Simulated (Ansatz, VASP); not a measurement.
**Two plane-wave programs on CuF**

```
Cu F
1.0
     3.53582    0.00000    0.00000
    -1.76791    3.06211    0.00000
     0.00000    0.00000    5.51532
Cu F
2 2
Direct
  0.33333 0.66667 0.25000
  0.66667 0.33333 0.75000
  0.66667 0.33333 0.25000
  0.33333 0.66667 0.75000
```

Alike in both runs: task single point; functional PBE; k mesh 9 × 9 × 4; occupations fermi-dirac, width 0.02 eV; no spin polarisation.

|  | VASP | Ansatz |
| --- | --- | --- |
| version | VASP 6.6.1 | Ansatz 0.2.0 |
| potentials or method | VASP PAW PBE potentials, release 64 (Cu_sv_GW, F) | plane waves, PAW |
| plane-wave cutoff (eV) | 820 | 420 |
| valence electrons in the cell | 52 | 52 |

VASP gave:

- pressure (GPa): -0.5
- traceless stress, the component that is largest in VASP (GPa): -0.12

**Question.** Which values does Ansatz return?

**Answer.** Pressure (GPa): 0.0; traceless stress, the component that is largest in VASP (GPa): -0.02.
